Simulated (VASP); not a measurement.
Here is a VASP 6.6.1 calculation.

POSCAR

```
LiTa36N60
1.0
  -11.6322319500      0.0000000000      0.0000000000
    3.8774106500    -10.2124065000      0.0000000000
    0.0000000000      0.0000000000     10.2351147900
Ta N Li
36 60 1
Direct
    0.0659604500      0.1979711700      0.2500657800
    0.2889019200      0.3664050100      0.4392693500
    0.0447533500      0.1346995500      0.5607276600
    0.0446585900      0.1346266400      0.9392648000
    0.2677787000      0.3029688400      0.7501020500
    0.2887570100      0.3663397800      0.0606946300
    0.0659705700      0.6984297600      0.2499835300
    0.2890321200      0.8658999600      0.4399207700
    0.0432993600      0.6336551100      0.5595642200
    0.0433416700      0.6336889400      0.9405004600
    0.2642385800      0.7986673400      0.7501003100
    0.2890701200      0.8659567800      0.0602131300
    0.3983475600      0.1969633500      0.2498982400
    0.6224121100      0.3667653000      0.4388583200
    0.3777332300      0.1356559700      0.5586734100
    0.3777884300      0.1356006600      0.9409925500
    0.6023001000      0.3061672200      0.7501393100
    0.6223616200      0.3667190500      0.0612164200
    0.3991996000      0.6982294100      0.2499919000
    0.6214458600      0.8658676800      0.4397539600
    0.3774969800      0.6340359300      0.5601796600
    0.3776273300      0.6340928900      0.9399542900
    0.6012150100      0.7984809000      0.7500395500
    0.6215272900      0.8659895600      0.0603268900
    0.7328156700      0.1972040500      0.2499497100
    0.9558910400      0.3662265500      0.4392789900
    0.7122329600      0.1355334600      0.5588030900
    0.7121416400      0.1354859800      0.9408794700
    0.9341529500      0.3027225500      0.7500614100
    0.9558265000      0.3661856800      0.0607094200
    0.7328417600      0.6989267900      0.2500292600
    0.9560620700      0.8669297300      0.4394863800
    0.7121561800      0.6349277200      0.5591792700
    0.7122128100      0.6349540400      0.9410730300
    0.9345825600      0.8032714400      0.7500155300
    0.9560873900      0.8669917400      0.0606350200
    0.0150324900      0.0476587500      0.3812321300
    0.2298812100      0.1906813600      0.5746465600
    0.1036402200      0.3100359300      0.4260723200
    0.2298500500      0.1906610500      0.9255368300
    0.0796207900      0.2395171400      0.7500839800
    0.1036319300      0.3100324300      0.0740475200
    0.0153148200      0.0476722000      0.1188210300
    0.3185888200      0.4534844700      0.8813207800
    0.2540430100      0.2618917900      0.2500659700
    0.3175927200      0.4534727400      0.6187047400
    0.0151581100      0.5474999900      0.3809787700
    0.2295589800      0.6911291600      0.5743641600
    0.1038854900      0.8104066000      0.4258619800
    0.2295341100      0.6909982900      0.9254811500
    0.0789161900      0.7404252500      0.7499550700
    0.1039203000      0.8104215000      0.0740113200
    0.0149384100      0.5474993100      0.1190520200
    0.3297796900      0.9538862100      0.8793267900
    0.2543653200      0.7621645500      0.2499249400
    0.3301565800      0.9539345200      0.6206171300
    0.3443324700      0.0468147900      0.3814862600
    0.5624143700      0.1881317200      0.5772581600
    0.4368528200      0.3088474300      0.4263184200
    0.5625604000      0.1885067700      0.9232114500
    0.4137576700      0.2406753000      0.7501380400
    0.4368428800      0.3089366000      0.0738410500
    0.3446327800      0.0468467300      0.1184872100
    0.6529308500      0.4534612800      0.8826516200
    0.5861971300      0.2588238500      0.2500568600
    0.6528254600      0.4534167400      0.6173767600
    0.3495032000      0.5475396000      0.3813693900
    0.5636126600      0.6909701200      0.5746027200
    0.4366128800      0.8094341700      0.4254950100
    0.5636006900      0.6908818900      0.9253490400
    0.4137960100      0.7419925100      0.7499406000
    0.4366795800      0.8093646800      0.0743606700
    0.3484555600      0.5475307800      0.1186832100
    0.6405442800      0.9539044200      0.8792281700
    0.5872273600      0.7624843800      0.2499944300
    0.6401448300      0.9538887700      0.6207904000
    0.6853281800      0.0466651100      0.3814736300
    0.8966141600      0.1904897900      0.5743683400
    0.7694782400      0.3088155200      0.4259649500
    0.8966283400      0.1905711100      0.9258438900
    0.7465584900      0.2400553400      0.7501248200
    0.7695759600      0.3089570700      0.0742581300
    0.6851205200      0.0467401500      0.1185144800
    0.9848500700      0.4531652900      0.8816117600
    0.9206568500      0.2615258400      0.2500780700
    0.9846612700      0.4531636300      0.6184272200
    0.6809241300      0.5469808300      0.3804803900
    0.8966245000      0.6909583600      0.5739469200
    0.7697204500      0.8095471100      0.4263262100
    0.8966390500      0.6908959400      0.9259453800
    0.7474362400      0.7397620000      0.7499428100
    0.7697367200      0.8095479800      0.0736634100
    0.6808036200      0.5470111200      0.1196331000
    0.9849021200      0.9532780900      0.8815197900
    0.9201563700      0.7607450300      0.2499772600
    0.9852857900      0.9533118800      0.6185233300
    0.4997987700     -0.0000070700      0.7478404300
```

INCAR.step1

```
PREC = Accurate ; ENCUT = 720
ISMEAR = -1 ; SIGMA = 0.01
LREAL = Auto ; LASPH = True
NELM = 120 ; NELECT = 698.0
NBANDS = 404 ; GGA = PE
ALGO = Normal ; EDIFF = 1E-5
LWAVE = True ; LCHARG = False
GGA_COMPAT = False ; NCORE = 4
```

The input INCAR.step2:

```
PREC = Accurate ; ENCUT = 720
EDIFF = 1E-6 ; ISMEAR = -1
SIGMA = 0.01 ; LREAL = Auto
LASPH = True ; NELM = 120
ALGO = Normal ; ISIF = 2
LWAVE = False ; LCHARG = True
METAGGA = R2SCAN ; LMIXTAU = True
LELF = True ; LVHAR = True
NELECT = 698.0 ; NBANDS = 404
ISTART = 1 ; GGA_COMPAT = False
NCORE = 4
```

The input KPOINTS:

```
regular mesh
0
Gamma
  1 1 1
```

Potentials or basis: VASP PAW PBE potentials, release 64 (Ta_pv, N, Li_sv).

Command:

```console
$ cat potpaw_PBE.64/Ta_pv/POTCAR potpaw_PBE.64/N/POTCAR potpaw_PBE.64/Li_sv/POTCAR > POTCAR
$ cp INCAR.step1 INCAR
$ mpirun -np 4 vasp_gam > vasp.out
$ cp INCAR.step2 INCAR
$ mpirun -np 4 vasp_gam > vasp.out
```

(1) Estimate the largest force.

## Answers

(1) 0.213 eV/Å.

Caveat: the k points lie up to 0.62 Å⁻¹ apart; the cell carries a net charge on a neutralising background, which shifts energy and pressure; the PAW data sets were made with another functional, which shifts forces and pressure a little.
